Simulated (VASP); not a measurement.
Ti6O, 7 atoms in the cell. The cell holds a slab with vacuum, 7 atoms: a = 2.868 Å, b = 4.056 Å, c = 26.170 Å, α = 90.00°, β = 90.00°, γ = 90.00°. 

- Program: VASP 6.6.1
- Task: single point
- Functional: PBEsol
- Potentials or basis: VASP PAW PBE potentials, release 64 (Ti_sv, O)
- Cutoff: 520 eV
- k mesh: 10 × 7 × 1
- Occupations: gaussian, width 0.1 eV
- Spin: no spin polarisation
- Dipole correction: yes
- Further INCAR settings: ALGO = Normal; EDIFF = 1e-06; NBANDS = 48

Potentials or basis: VASP PAW PBE potentials, release 64 (Ti_sv, O).

Run with:

```sh
$ cat potpaw_PBE.64/Ti_sv/POTCAR potpaw_PBE.64/O/POTCAR > POTCAR
$ mpirun -np 1 vasp_std > vasp.out
```

Hardware: 1 thread of Intel Xeon 8259CL (shared host).

Estimate the wall time of this run.

Wall time 29 min on 1 thread of Intel Xeon 8259CL, with other jobs on the host, peak memory 0.51 GiB. Counts: scf iterations 35, k points 24.
